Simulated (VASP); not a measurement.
# TiAl3 (Cm) in VASP: single point with PBE

Aim: the single point of TiAl3 with PBE.

Program: VASP 6.6.1. These are calculated values, not measurements. Logs are shortened: lines on timing, memory, paths and dates and some standing lists are left out, and cuts for length are marked.

### 1 The cell of the first run

The structure is monoclinic, space group Cm (No. 8). Conventional cell: a = 9.441 Å, b = 3.845 Å, c = 3.845 Å, α = 90.00°, β = 114.03°, γ = 90.00°. Ti (site symmetry m) has 12 Al at 2.73 to 3.01 Å within 3.6 Å. Within 3.6 Å of Al (site symmetry m) lie 8 Al at 2.71 to 3.06 Å and 4 Ti at 2.73 Å. Within 3.6 Å of Al (site symmetry m) lie 8 Al at 2.72 to 3.06 Å and 4 Ti at 2.83 to 3.01 Å. Within 3.6 Å of Al (site symmetry m) lie 8 Al at 2.71 to 3.00 Å and 4 Ti at 2.77 to 2.95 Å.

### 2 Single point, PBE (atoms displaced along several vibrational modes)

Input file INCAR:

```
SYSTEM = TiAl3
PREC = Accurate
ENCUT = 520
EDIFF = 1E-6
ISMEAR = 0
SIGMA = 0.15
LREAL = .False.
LASPH = .True.
NELM = 60
ALGO = Fast
ISIF = 2
LWAVE = .False.
LCHARG = .False.
GGA = PE
NBANDS = 18
```

Input file KPOINTS:

```
regular mesh
0
Gamma
  14 14 14
  0 0 0
```

Input file POSCAR:

```
TiAl3
1.0
   -1.9225789803      1.9225789803      4.3111351100
    1.9225789803     -1.9225789803      4.3111351100
    1.9225789803      1.9225789803     -4.3111351100
Ti Al
1 3
Direct
    0.0090700682     -0.0015926644     -0.0106627326
    0.4832990620      0.4727238053     -0.0105752567
    0.7503050242      0.2650508424      0.5147458181
    0.2503050242      0.7650508424      0.5147458181
```

Potentials or basis: VASP PAW PBE potentials, release 64 (Ti_sv, Al).

Started as:

```console
$ cat potpaw_PBE.64/Ti_sv/POTCAR potpaw_PBE.64/Al/POTCAR > POTCAR
$ mpirun -np 1 vasp_std > vasp.out
```

OUTCAR:

```text
SYSTEM = TiAl3
   PREC = Accurate
   ENCUT = 520
   EDIFF = 1E-6
   ISMEAR = 0
   LREAL = .False.
   LASPH = .True.
   NELM = 60
   ISIF = 2
   GGA = PE

 ion  position               nearest neighbor table
   1  0.009  0.998  0.989-   2 2.73   2 2.73   2 2.73   2 2.73   4 2.77   3 2.83   3 2.83   3 2.88
                             4 2.90   4 2.95   4 2.95   3 3.01
   2  0.483  0.473  0.989-   4 2.71   1 2.73   1 2.73   1 2.73   1 2.73   3 2.78   3 2.78   4 2.85
                             3 2.94   4 3.00   4 3.00   3 3.06
   3  0.750  0.265  0.515-   4 2.72   4 2.72   4 2.72   4 2.72   2 2.78   2 2.78   1 2.83   1 2.83
                             1 2.88   2 2.94   1 3.01   2 3.06
   4  0.250  0.765  0.515-   2 2.71   3 2.72   3 2.72   3 2.72   3 2.72   1 2.77   2 2.85   1 2.90
                             1 2.95   1 2.95   2 3.00   2 3.00

  LATTYP: Found a body centered tetragonal cell.
 ALAT       =     3.8451579606
 C/A-ratio  =     2.2423708748

  Lattice vectors:

 A1 = (  -1.9225789803,   1.9225789803,   4.3111351100)
 A2 = (   1.9225789803,  -1.9225789803,   4.3111351100)
 A3 = (   1.9225789803,   1.9225789803,  -4.3111351100)

Analysis of symmetry for initial positions (statically):
=====================================================================
 Subroutine PRICEL returns:
 Original cell was already a primitive cell.

 Routine SETGRP: Setting up the symmetry group for a
 body centered tetragonal supercell.

 Subroutine GETGRP returns: Found  2 space group operations
 (whereof  2 operations were pure point group operations)
 out of a pool of 16 trial point group operations.

The static configuration has the point symmetry C_1h.

Analysis of symmetry for dynamics (positions and initial velocities):
=====================================================================
 Subroutine PRICEL returns:
 Original cell was already a primitive cell.

 Routine SETGRP: Setting up the symmetry group for a
 body centered tetragonal supercell.

 Subroutine GETGRP returns: Found  2 space group operations
 (whereof  2 operations were pure point group operations)
 out of a pool of 16 trial point group operations.

The dynamic configuration has the point symmetry C_1h.

 Subroutine INISYM returns: Found  2 space group operations
 (whereof  2 operations are pure point group operations),
 and found     1 'primitive' translations

----------------------------------------------------------------------------------------

                                     Primitive cell

  volume of cell :      63.7412

  direct lattice vectors                    reciprocal lattice vectors
    -1.922578980  1.922578980  4.311135110     0.000000000  0.260067339  0.115978736
     1.922578980 -1.922578980  4.311135110     0.260067339  0.000000000  0.115978736
     1.922578980  1.922578980 -4.311135110     0.260067339  0.260067339  0.000000000

  length of vectors
     5.096911399  5.096911399  5.096911399     0.284756191  0.284756191  0.367790758

  position of ions in fractional coordinates (direct lattice)
     0.009070068  0.998407336  0.989337267
     0.483299062  0.472723805  0.989424743
     0.750305024  0.265050842  0.514745818
     0.250305024  0.765050842  0.514745818

  ion indices of the primitive-cell ions
   primitive index   ion index
                 1           1
                 2           2
                 3           3
                 4           4

----------------------------------------------------------------------------------------

 KPOINTS: regular mesh

Automatic generation of k-mesh.
 Grid dimensions read from file:
 generate k-points for:   14   14   14

 Generating k-lattice:

  Cartesian coordinates                     Fractional coordinates (reciprocal lattice)
     0.000000000  0.018576239  0.008284195     0.071428571  0.000000000  0.000000000
     0.018576239  0.000000000  0.008284195     0.000000000  0.071428571  0.000000000
     0.018576239  0.018576239  0.000000000     0.000000000  0.000000000  0.071428571

  Length of vectors
     0.020339728  0.020339728  0.026270768

  Shift w.r.t. Gamma in fractional coordinates (k-lattice)
     0.000000000  0.000000000  0.000000000

 Subroutine IBZKPT returns following result:
 ===========================================

 Found    744 irreducible k-points:

 Following reciprocal coordinates:
            Coordinates               Weight
  0.000000  0.000000  0.000000      1.000000
  0.071429  0.000000  0.000000      4.000000
  0.000000  0.071429  0.000000      2.000000
  0.071429  0.000000 -0.071429      2.000000
  0.142857  0.000000 -0.000000      4.000000
  0.000000  0.142857 -0.000000      2.000000
[... 16 lines left out ...]
  0.071429  0.071429 -0.000000      4.000000
  0.071429  0.071429 -0.142857      4.000000
 [... further k-points ...]
   k-points           NKPTS =    744   k-points in BZ     NKDIM =    744   number of bands    NBANDS=     18
   number of dos      NEDOS =    301   number of ions     NIONS =      4
   total plane-waves  NPLWV =  64000
   dimension x,y,z NGX =    40 NGY =   40 NGZ =   40
   dimension x,y,z NGXF=    80 NGYF=   80 NGZF=   80
   ions per type =               1   3
   NGX,Y,Z   is equivalent  to a cutoff of  13.05, 13.05, 13.05 a.u.
   NGXF,Y,Z  is equivalent  to a cutoff of  26.09, 26.09, 26.09 a.u.
 SYSTEM =  TiAl3
   PREC   = accura    normal or accurate (medium, high low for compatibility)
   ISTART =      0    job   : 0-new  1-cont  2-samecut
   ICHARG =      2    charge: 1-file 2-atom 10-const
   ISPIN  =      1    spin polarized calculation?
   LNONCOLLINEAR =      F non collinear calculations
   LSORBIT =      F    spin-orbit coupling
   LASPH  =      T    aspherical Exc in radial PAW
   ENCUT  =  520.0 eV  38.22 Ry    6.18 a.u.   9.48  9.48  9.48*2*pi/ulx,y,z
   NELM   =     60;   NELMIN=  2; NELMDL= -5     # of ELM steps
   EDIFF  = 0.1E-05   stopping-criterion for ELM
   LREAL  =      F    real-space projection
   EDIFFG = 0.1E-04   stopping-criterion for IOM
   NSW    =      0    number of steps for IOM
   IBRION =     -1    ionic relax: 0-MD 1-quasi-New 2-CG
   NFREE  =      0    steps in history (QN), initial steepest desc. (CG)
   ISIF   =      2    stress and relaxation
   ISYM   =      2    0-nonsym 1-usesym 2-fastsym
   POTIM  = 0.5000    time-step for ionic-motion
   TEBEG  =    0.0;   TEEND  =   0.0 temperature during run
   PSTRESS=    0.0 pullay stress
   NELECT =      21.0000    total number of electrons
   NUPDOWN=      -1.0000    fix difference up-down
   EMIN   =  10.00;   EMAX   =-10.00  energy-range for DOS
   EFERMI =   0.00;   METHOD = LEGACY
   ISMEAR =     0;   SIGMA  =   0.15  broadening in eV -4-tet -1-fermi 0-gaus
   EFERMI_NEDOS =   21; number of points for ismear=-14 and -15
   IALGO  =     68    algorithm
   IMIX   =      4    mixing-type and parameters
     AMIX     =   0.40;   BMIX     =  1.00
     AMIX_MAG =   1.60;   BMIX_MAG =  1.00
  volume/ion in A,a.u.               =      15.94       107.54
  Fermi-wavevector in a.u.,A,eV,Ry     =   1.130684  2.136683 17.394319  1.278446
  Thomas-Fermi vector in A             =   2.267381
   LORBIT       =      0    0 simple, 1 ext, 2 COOP (PROOUT), +10 PAW based schemes
   GGA     = PE    functional components
   LHFCALC =     F    Hartree Fock is set to
   AEXX    =    0.0000 exact exchange contribution
   IVDW    =     0    specifies the selected vdW correction
   LEPSILON=     F    determine dielectric tensor
   LRPA    =     F    only Hartree local field effects (RPA)
 non-spin polarized calculation
 RMM-DIIS sequential band-by-band and
 Gauss-broadening in eV      SIGMA  =   0.15
  energy-cutoff  :      520.00
  volume of cell :       63.74
 maximum number of plane-waves:      1746
 NGX is ok and might be reduce to    40
   NGX = 19   NGY = 19   NGZ = 19

 number of electron      20.9999999 magnetization

 Free energy of the ion-electron system (eV)
  ---------------------------------------------------
  ext. energy  EPLUGINS =         0.00000000
  ---------------------------------------------------
  free energy    TOTEN  =       -20.58226663 eV

  energy without entropy =      -20.56211036  energy(sigma->0) =      -20.57218849

 E-fermi :   8.1714     XC(G=0): -10.7152

 val. band max:        8.1675512038   @ k =  -0.2857   0.5000   0.2857
 cond. band min:       8.1791706119   @ k =  -0.3571  -0.2857   0.4286
 fundamental gap:      0.0116194081
 Fermi energy:         8.1713817114

 k-point     1 :       0.0000    0.0000    0.0000
  band No.  band energies     occupation
      1     -48.3349      2.00000
      2     -24.6463      2.00000
      3     -24.6454      2.00000
      4     -24.5716      2.00000
      5      -1.8761      2.00000
      6       5.2888      2.00000
[... 10 lines left out ...]
     17      11.8841      0.00000
     18      11.9373      0.00000

 k-point     2 :       0.0714    0.0000    0.0000
  band No.  band energies     occupation
      1     -48.3349      2.00000
      2     -24.6466      2.00000
      3     -24.6462      2.00000
      4     -24.5715      2.00000
      5      -1.8132      2.00000
      6       5.0074      2.00000
[... 10 lines left out ...]
     17      11.9589      0.00000
     18      12.2626      0.00000

 k-point     3 :       0.0000    0.0714    0.0000
  band No.  band energies     occupation
      1     -48.3349      2.00000
      2     -24.6475      2.00000
      3     -24.6453      2.00000
      4     -24.5715      2.00000
      5      -1.8133      2.00000
      6       5.0073      2.00000
[... 10 lines left out ...]
     17      11.9041      0.00000
     18      12.3005      0.00000

 k-point     4 :       0.0714    0.0000   -0.0714
  band No.  band energies     occupation
      1     -48.3349      2.00000
      2     -24.6475      2.00000
      3     -24.6453      2.00000
      4     -24.5715      2.00000
      5      -1.8132      2.00000
      6       5.0074      2.00000
[... 10 lines left out ...]
     17      11.9109      0.00000
     18      12.3209      0.00000

 k-point     5 :       0.1429    0.0000   -0.0000
  band No.  band energies     occupation
      1     -48.3347      2.00000
      2     -24.6502      2.00000
      3     -24.6459      2.00000
      4     -24.5713      2.00000
      5      -1.6257      2.00000
      6       4.6334      2.00000
[... 10 lines left out ...]
     17      12.0683      0.00000
     18      13.0897      0.00000

 k-point     6 :       0.0000    0.1429   -0.0000
  band No.  band energies     occupation
      1     -48.3347      2.00000
      2     -24.6511      2.00000
      3     -24.6450      2.00000
      4     -24.5713      2.00000
      5      -1.6258      2.00000
      6       4.6333      2.00000
[... 10 lines left out ...]
     17      12.0074      0.00000
     18      13.1004      0.00000

 k-point     7 :       0.1429    0.0000   -0.1429
  band No.  band energies     occupation
      1     -48.3347      2.00000
      2     -24.6511      2.00000
      3     -24.6450      2.00000
      4     -24.5713      2.00000
      5      -1.6257      2.00000
      6       4.6329      2.00000
[... 10 lines left out ...]
     17      12.0082      0.00000
     18      13.1227      0.00000

 k-point     8 :       0.2143    0.0000   -0.0000
  band No.  band energies     occupation
      1     -48.3344      2.00000
      2     -24.6553      2.00000
      3     -24.6456      2.00000
      4     -24.5711      2.00000
      5      -1.3164      2.00000
      6       4.1925      2.00000
[... 10 lines left out ...]
     17      12.3643      0.00000
     18      13.7474      0.00000
[... 229 lines left out ...]
     17      12.6245      0.00000
     18      13.9429      0.00000

 k-point    20 :       0.5000    0.0000   -0.0000
  band No.  band energies     occupation
      1     -48.3337      2.00000
      2     -24.6709      2.00000
      3     -24.6445      2.00000
      4     -24.5704      2.00000
      5       0.8081      2.00000
      6       1.2721      2.00000
[... 10 lines left out ...]
     17      12.6009      0.00000
     18      13.6932      0.00000

 k-point    21 :       0.0000    0.5000   -0.0000
  band No.  band energies     occupation
      1     -48.3337      2.00000
      2     -24.6718      2.00000
      3     -24.6436      2.00000
      4     -24.5704      2.00000
      5       0.8014      2.00000
      6       1.2794      2.00000
[... 10 lines left out ...]
     17      12.5758      0.00000
     18      13.7437      0.00000

 k-point    22 :       0.5000    0.0000    0.5000
  band No.  band energies     occupation
      1     -48.3337      2.00000
      2     -24.6718      2.00000
      3     -24.6436      2.00000
      4     -24.5704      2.00000
      5       0.8140      2.00000
      6       1.2659      2.00000
[... 10 lines left out ...]
     17      12.5607      0.00000
     18      13.6796      0.00000

 k-point    23 :       0.0714    0.0714   -0.0000
  band No.  band energies     occupation
      1     -48.3348      2.00000
      2     -24.6474      2.00000
      3     -24.6465      2.00000
      4     -24.5715      2.00000
      5      -1.7303      2.00000
      6       4.6208      2.00000
[... 10 lines left out ...]
     17      12.1934      0.00000
     18      12.4675      0.00000

 k-point    24 :       0.0714    0.0714   -0.1429
  band No.  band energies     occupation
      1     -48.3348      2.00000
      2     -24.6474      2.00000
      3     -24.6465      2.00000
      4     -24.5715      2.00000
      5      -1.7302      2.00000
      6       4.6207      2.00000
[... 10 lines left out ...]
     17      12.1861      0.00000
     18      12.4740      0.00000

 [... further k-points ...]

------------------------ aborting loop because EDIFF is reached ----------------------------------------

  FORCE on cell =-STRESS in cart. coord.  units (eV):
  Direction    XX          YY          ZZ          XY          YZ          ZX
  --------------------------------------------------------------------------------------
  -------------------------------------------------------------------------------------
  Total        0.2539972      0.1585087      0.3214126      0.0000000      0.0000000      0.0654054
  in kB        6.3843903      3.9842228      8.0789228      0.0000000      0.0000000      1.6440089
  external PRESSURE =       6.1491787 kB  Pullay stress =       0.0000000 kB

 VOLUME and BASIS-vectors are now :
 -----------------------------------------------------------------------------
  energy-cutoff  :      520.00
  volume of cell :       63.74
      direct lattice vectors                 reciprocal lattice vectors
    -1.922578980  1.922578980  4.311135110     0.000000000  0.260067339  0.115978736
     1.922578980 -1.922578980  4.311135110     0.260067339  0.000000000  0.115978736
     1.922578980  1.922578980 -4.311135110     0.260067339  0.260067339  0.000000000

 POSITION                                       TOTAL-FORCE (eV/Angst)
 -----------------------------------------------------------------------------------
      3.80416      0.00000      0.07820         0.355613     -0.000000     -0.537714
      1.88192      1.92258     -0.14400         0.218870      0.000000      0.575771
      0.05670      1.92258      2.15820        -0.187314     -0.000000     -0.020676
      1.97928     -0.00000      2.15820        -0.387169     -0.000000     -0.017381
 -----------------------------------------------------------------------------------
    total drift:                                0.000071      0.000000     -0.000151

  FREE ENERGIE OF THE ION-ELECTRON SYSTEM (eV)
  ---------------------------------------------------
  free  energy   TOTEN  =       -20.5822666298 eV

  energy  without entropy=      -20.5621103556  energy(sigma->0) =      -20.57218849
```

It took 53 min on 1 thread of Intel Xeon Platinum 8259CL at 2.50GHz (Skylake/Cascade Lake), shared host; peak memory 0.89 GiB.

What came out:

```
Free energy            : -20.5823 eV
Pressure               : 0.6 GPa
Largest force          : 0.645 eV/Å
Band gap on the k mesh : zero (an odd number of electrons rules out a gap without spin polarisation)
```

Forces in eV/Å, atoms in the order of the input:
```
Ti   0.356  0.000 -0.538
Al   0.219  0.000  0.576
Al  -0.187  0.000 -0.021
Al  -0.387  0.000 -0.017
```

Caveat: the cell differs from its parent crystal (atoms displaced along several vibrational modes).
